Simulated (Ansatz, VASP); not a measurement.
## PdPt: VASP beside Ansatz

```
Pd Pt
1.0
     1.38412    0.79912    4.55566
    -1.38412    0.79912    4.55566
     0.00000   -1.59824    4.55566
Pd Pt
1 1
Direct
  0.00000 0.00000 0.00000
  0.50000 0.50000 0.50000
```

Alike in both runs: task single point; functional LDA; k mesh 15 × 15 × 15; occupations fermi-dirac, width 0.05 eV; no spin polarisation.

|  | VASP | Ansatz |
| --- | --- | --- |
| version | VASP 6.6.1 | Ansatz 0.2.0 |
| potentials or method | VASP PAW LDA potentials, release 64 (Pd, Pt), cutoff 520 eV | all-electron LAPW, scalar-relativistic |

VASP gave:

* pressure (GPa): -10.7
* traceless stress, the component that is largest in VASP (GPa): -0.10

Task: Estimate Ansatz's values.

Result: Pressure (GPa): -11.1; traceless stress, the component that is largest in VASP (GPa): -0.03.

LDA's correlation is that of Perdew and Zunger in VASP and of Perdew and Wang (1992) in Ansatz. Ansatz ran all-electron here, and VASP with PAW potentials.

Spin-orbit coupling is off throughout.
